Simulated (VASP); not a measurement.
# Sc12H (a cell with a defect) in VASP: single point with PBE+D3(BJ)

Aim: the single point of Sc12H (a cell with a defect) with PBE+D3(BJ).

Everything below comes from runs of VASP 6.6.1. Logs are shortened: lines on timing, memory, paths and dates and some standing lists are left out, and cuts for length are marked.

## 1. The cell of the first run

The cell holds a defect, 13 atoms: a = 6.620 Å, b = 9.930 Å, c = 5.276 Å, α = 90.00°, β = 90.00°, γ = 120.00°.

## 2. Single point, PBE+D3(BJ)

Contents of INCAR:

```
ALGO = Normal
EDIFF = 1E-6
ENCUT = 520
GGA = PE
ISIF = 2
ISMEAR = -1
IVDW = 12
LASPH = T
LCHARG = F
LREAL = F
LWAVE = F
NBANDS = 78
NELM = 80
PREC = Accurate
SIGMA = 0.1
```

Contents of KPOINTS:

```
k-points
0
Gamma
  3 2 3
```

Contents of POSCAR:

```
Sc12H
1.0
    6.6200000000      0.0000000000      0.0000000000
   -4.9650000000      8.5996320000      0.0000000000
    0.0000000000      0.0000000000      5.2761400000
Sc H
12 1
Direct
    0.0203296831     -0.0194194356      0.0275011656
    0.1576225058      0.2427313169      0.4982998935
   -0.0024124807      0.3377702674     -0.0613327167
    0.1295635447      0.5441511916      0.5043270270
    0.0023063316      0.6633772236      0.0184794187
    0.2294689694      0.9139344567      0.5012755537
    0.5255833777      0.0043025097      0.0450897815
    0.6638375465      0.2242305252      0.4802563996
    0.4724505573      0.3202462617      0.0135515737
    0.6504183710      0.5643846155      0.4962339892
    0.4814402951      0.6627260329     -0.0269894279
    0.6672038709      0.8744792800      0.5015788057
    0.4256859258      0.1273194016      0.8305693177
```

Potentials or basis: VASP PAW PBE potentials, release 64 (Sc_sv, H).

Command:

```
cat potpaw_PBE.64/Sc_sv/POTCAR potpaw_PBE.64/H/POTCAR > POTCAR
mpirun -np 1 vasp_std > vasp.out
```

OUTCAR:

```text
EDIFF = 1E-6
   ENCUT = 520
   GGA = PE
   ISIF = 2
   ISMEAR = -1
   IVDW = 12
   LASPH = T
   LREAL = F
   NELM = 80
   PREC = Accurate
 IVDW          = 12

 ion  position               nearest neighbor table
   1  0.020  0.981  0.028-   6 3.09   5 3.09   9 3.20  12 3.22   7 3.23   6 3.31   2 3.38  11 3.39
                             7 3.40
   2  0.158  0.243  0.498-   3 2.90   4 3.09   9 3.14   8 3.18  10 3.23   9 3.27   1 3.38   3 3.43

   3  0.998  0.338  0.939-   2 2.90   4 2.90   8 3.08  11 3.22   5 3.25   9 3.26   7 3.27   9 3.42
                             2 3.43
   4  0.130  0.544  0.504-   3 2.90   2 3.09   5 3.11   8 3.13  11 3.19   5 3.24  10 3.28  10 3.35
                             6 3.39  12 3.43
   5  0.002  0.663  0.018-   1 3.09   4 3.11  11 3.18  10 3.23   4 3.24   3 3.25   6 3.35  10 3.42
                             7 3.43
   6  0.229  0.914  0.501-   7 2.95   8 2.99   1 3.09  12 3.11   1 3.31   7 3.33   5 3.35   4 3.39
[... 5 lines left out ...]
   9  0.472  0.320  0.014-  13 2.03   8 3.13   2 3.14   1 3.20   3 3.26   2 3.27  10 3.30   7 3.33
                            11 3.38   8 3.41   3 3.42
  10  0.650  0.564  0.496-  12 3.03  11 3.10   2 3.23   5 3.23   4 3.28   9 3.30  11 3.30   4 3.35
                             5 3.42   8 3.42
  11  0.481  0.663  0.973-  12 3.09  10 3.10   5 3.18   4 3.19   3 3.22   7 3.28  10 3.30  12 3.34
                             9 3.38   1 3.39
  12  0.667  0.874  0.502-  10 3.03  11 3.09   7 3.09   6 3.11   1 3.22  11 3.34   4 3.43
  13  0.426  0.127  0.831-   7 2.00   9 2.03

  LATTYP: Found a simple monoclinic cell.
 ALAT       =     6.6200000000
 B/A-ratio  =     0.7970000000
 C/A-ratio  =     1.3228756170
 COS(beta)  =    -0.1889822420

  Lattice vectors:

 A1 = (   6.6200000000,   0.0000000000,   0.0000000000)
 A2 = (   0.0000000000,   0.0000000000,   5.2761400000)
 A3 = (  -1.6550000000,  -8.5996320000,   0.0000000000)

Analysis of symmetry for initial positions (statically):
=====================================================================
 Subroutine PRICEL returns:
 Original cell was already a primitive cell.

 Routine SETGRP: Setting up the symmetry group for a
 simple monoclinic supercell.

 Subroutine GETGRP returns: Found  1 space group operations
 (whereof  1 operations were pure point group operations)
 out of a pool of  4 trial point group operations.

The static configuration has the point symmetry C_1 .

Analysis of symmetry for dynamics (positions and initial velocities):
=====================================================================
 Subroutine PRICEL returns:
 Original cell was already a primitive cell.

 Routine SETGRP: Setting up the symmetry group for a
 simple monoclinic supercell.

 Subroutine GETGRP returns: Found  1 space group operations
 (whereof  1 operations were pure point group operations)
 out of a pool of  4 trial point group operations.

The dynamic configuration has the point symmetry C_1 .

 Subroutine INISYM returns: Found  1 space group operations
 (whereof  1 operations are pure point group operations),
 and found     1 'primitive' translations

----------------------------------------------------------------------------------------

                                     Primitive cell

  volume of cell :     300.3683

  direct lattice vectors                    reciprocal lattice vectors
     6.620000000  0.000000000  0.000000000     0.151057402  0.087213034  0.000000000
    -4.965000000  8.599632000  0.000000000     0.000000000  0.116284046  0.000000000
     0.000000000  0.000000000  5.276140000     0.000000000  0.000000000  0.189532499

  length of vectors
     6.620000000  9.929999775  5.276140000     0.174426065  0.116284046  0.189532499

  position of ions in fractional coordinates (direct lattice)
     0.020329683  0.980580564  0.027501166
     0.157622506  0.242731317  0.498299893
     0.997587519  0.337770267  0.938667283
     0.129563545  0.544151192  0.504327027
     0.002306332  0.663377224  0.018479419
[... 57 lines left out ...]
|                                                                             |
|        The reciprocal lattice is simple monoclinic,                         |
|        whereas your k-lattice is hexagonal.                                 |
|                                                                             |
|     Results are often still useful ...                                      |
|                                                                             |
 -----------------------------------------------------------------------------

 Subroutine IBZKPT returns following result:
 ===========================================

 Found     10 irreducible k-points:

 Following reciprocal coordinates:
            Coordinates               Weight
  0.000000  0.000000  0.000000      1.000000
  0.333333  0.000000  0.000000      2.000000
  0.000000  0.500000  0.000000      1.000000
  0.333333  0.500000  0.000000      2.000000
  0.000000  0.000000  0.333333      2.000000
  0.333333  0.000000  0.333333      2.000000
 -0.333333 -0.000000  0.333333      2.000000
  0.000000  0.500000  0.333333      2.000000
  0.333333  0.500000  0.333333      2.000000
 -0.333333  0.500000  0.333333      2.000000
   k-points           NKPTS =     10   k-points in BZ     NKDIM =     10   number of bands    NBANDS=     78
   number of dos      NEDOS =    301   number of ions     NIONS =     13
   total plane-waves  NPLWV = 160000
   dimension x,y,z NGX =    50 NGY =   80 NGZ =   40
   dimension x,y,z NGXF=   100 NGYF=  160 NGZF=   80
   ions per type =              12   1
   NGX,Y,Z   is equivalent  to a cutoff of  12.56, 13.39, 12.60 a.u.
   NGXF,Y,Z  is equivalent  to a cutoff of  25.11, 26.79, 25.21 a.u.
 SYSTEM =  unknown system
   PREC   = accura    normal or accurate (medium, high low for compatibility)
   ISTART =      0    job   : 0-new  1-cont  2-samecut
   ICHARG =      2    charge: 1-file 2-atom 10-const
   ISPIN  =      1    spin polarized calculation?
   LNONCOLLINEAR =      F non collinear calculations
   LSORBIT =      F    spin-orbit coupling
   LASPH  =      T    aspherical Exc in radial PAW
   ENCUT  =  520.0 eV  38.22 Ry    6.18 a.u.  12.31 18.46  9.81*2*pi/ulx,y,z
   NELM   =     80;   NELMIN=  2; NELMDL= -5     # of ELM steps
   EDIFF  = 0.1E-05   stopping-criterion for ELM
   LREAL  =      F    real-space projection
   EDIFFG = 0.1E-04   stopping-criterion for IOM
   NSW    =      0    number of steps for IOM
   IBRION =     -1    ionic relax: 0-MD 1-quasi-New 2-CG
   NFREE  =      0    steps in history (QN), initial steepest desc. (CG)
   ISIF   =      2    stress and relaxation
   ISYM   =      2    0-nonsym 1-usesym 2-fastsym
   POTIM  = 0.5000    time-step for ionic-motion
   TEBEG  =    0.0;   TEEND  =   0.0 temperature during run
   PSTRESS=    0.0 pullay stress
   NELECT =     133.0000    total number of electrons
   NUPDOWN=      -1.0000    fix difference up-down
   EMIN   =  10.00;   EMAX   =-10.00  energy-range for DOS
   EFERMI =   0.00;   METHOD = LEGACY
   ISMEAR =    -1;   SIGMA  =   0.10  broadening in eV -4-tet -1-fermi 0-gaus
   EFERMI_NEDOS =   21; number of points for ismear=-14 and -15
   IALGO  =     38    algorithm
   IMIX   =      4    mixing-type and parameters
     AMIX     =   0.40;   BMIX     =  1.00
     AMIX_MAG =   1.60;   BMIX_MAG =  1.00
  volume/ion in A,a.u.               =      23.11       155.92
  Fermi-wavevector in a.u.,A,eV,Ry     =   1.247788  2.357977 21.183915  1.556974
  Thomas-Fermi vector in A             =   2.381904
   LORBIT       =      0    0 simple, 1 ext, 2 COOP (PROOUT), +10 PAW based schemes
   GGA     = PE    functional components
   LHFCALC =     F    Hartree Fock is set to
   AEXX    =    0.0000 exact exchange contribution
   IVDW    =    12    specifies the selected vdW correction
   LEPSILON=     F    determine dielectric tensor
   LRPA    =     F    only Hartree local field effects (RPA)
 non-spin polarized calculation
  energy-cutoff  :      520.00
  volume of cell :      300.37
 maximum number of plane-waves:      8103
 NGX is ok and might be reduce to    50
   NGX = 25   NGY = 37   NGZ = 19

 number of electron     133.0000004 magnetization

 Free energy of the ion-electron system (eV)
  ---------------------------------------------------
  ext. energy  EPLUGINS =         0.00000000
  ---------------------------------------------------
  free energy    TOTEN  =       -78.11377089 eV

  energy without entropy =      -77.35148567  energy(sigma->0) =      -77.73262828

 E-fermi :   3.6346     XC(G=0):  -9.8409

 val. band max:        3.6296382872   @ k =   0.0000   0.5000   0.3333
 cond. band min:       3.6349677397   @ k =  -0.3333  -0.0000   0.3333
 fundamental gap:      0.0053294526
 Fermi energy:         3.6346119360

 k-point     1 :       0.0000    0.0000    0.0000
  band No.  band energies     occupation
      1     -45.9350      2.00000
      2     -45.8267      2.00000
      3     -45.8068      2.00000
      4     -45.8039      2.00000
      5     -45.7930      2.00000
      6     -45.7702      2.00000
[... 799 lines left out ...]
     77       4.6251      0.00010
     78       4.7055      0.00004

------------------------ aborting loop because EDIFF is reached ----------------------------------------

 Edisp (eV)   -4.71452

 E8    (eV) :    -2.2668

  FORCE on cell =-STRESS in cart. coord.  units (eV):
  Direction    XX          YY          ZZ          XY          YZ          ZX
  --------------------------------------------------------------------------------------
  -------------------------------------------------------------------------------------
  Total      -3.33173    -4.08810    -4.58857    -1.50662    -0.65787    -0.17700
  in kB     -17.77158   -21.80610   -24.47565    -8.03636    -3.50909    -0.94413
  external pressure =      -21.35 kB  Pullay stress =        0.00 kB

 VOLUME and BASIS-vectors are now :
 -----------------------------------------------------------------------------
  energy-cutoff  :      520.00
  volume of cell :      300.37
      direct lattice vectors                 reciprocal lattice vectors
     6.620000000  0.000000000  0.000000000     0.151057402  0.087213034  0.000000000
    -4.965000000  8.599632000  0.000000000     0.000000000  0.116284046  0.000000000
     0.000000000  0.000000000  5.276140000     0.000000000  0.000000000  0.189532499

 POSITION                                       TOTAL-FORCE (eV/Angst)
 -----------------------------------------------------------------------------------
     -4.73400      8.43263      0.14510        -0.523195      0.534858     -0.438164
     -0.16170      2.08740      2.62910         0.364375     -0.811936     -0.540513
      4.92700      2.90470      4.95254        -0.134852     -0.212783      1.439019
     -1.84400      4.67950      2.66090         0.368229      0.747356     -0.616799
     -3.27840      5.70480      0.09750        -0.256513      0.092824     -0.360442
     -3.01860      7.85950      2.64480        -0.866238     -0.868825      0.876345
      3.45800      0.03700      0.23790         0.446050     -0.287190     -0.911270
      3.28130      1.92830      2.53390        -0.165625      0.409094      0.653725
      1.53760      2.75400      0.07150         0.370181      0.580066     -0.320247
      1.50360      4.85350      2.61820         0.410187     -0.385449      0.115943
     -0.10330      5.69920      5.13374         0.063251     -0.176459      0.606568
      0.07510      7.52020      2.64640         0.155094      0.625788      0.212499
      2.18590      1.09490      4.38220        -0.230943     -0.247344     -0.716665
 -----------------------------------------------------------------------------------
    total drift:                               -0.000767     -0.000622     -0.000466

  FREE ENERGIE OF THE ION-ELECTRON SYSTEM (eV)
  ---------------------------------------------------
  free  energy   TOTEN  =       -82.8282950497 eV

  energy  without entropy=      -82.0660098372  energy(sigma->0) =      -82.44715244
```

Run time: 9 min. Hardware: 1 thread of Intel Xeon Platinum 8375C at 2.90GHz (Ice Lake), shared host; peak memory 0.43 GiB.

Results:

- Free energy: -82.8283 eV
- Pressure: -2.1 GPa
- Largest force: 1.508 eV/Å
- Band gap on the k mesh: zero (an odd number of electrons rules out a gap without spin polarisation)
- Dispersion energy per atom: -0.363 eV

Forces in eV/Å, atoms in the order of the input:
```
Sc  -0.523  0.535 -0.438
Sc   0.364 -0.812 -0.541
Sc  -0.135 -0.213  1.439
Sc   0.368  0.747 -0.617
Sc  -0.257  0.093 -0.360
Sc  -0.866 -0.869  0.876
Sc   0.446 -0.287 -0.911
Sc  -0.166  0.409  0.654
Sc   0.370  0.580 -0.320
Sc   0.410 -0.385  0.116
Sc   0.063 -0.176  0.607
Sc   0.155  0.626  0.212
H   -0.231 -0.247 -0.717
```

Stress tensor (GPa, compression positive):
```
-1.78 -0.80 -0.09
-0.80 -2.18 -0.35
-0.09 -0.35 -2.45
```

Caveat: the k points lie up to 0.40 Å⁻¹ apart, too coarse for converged energies and pressures of a metal; the atoms stand as in a frame of molecular dynamics.
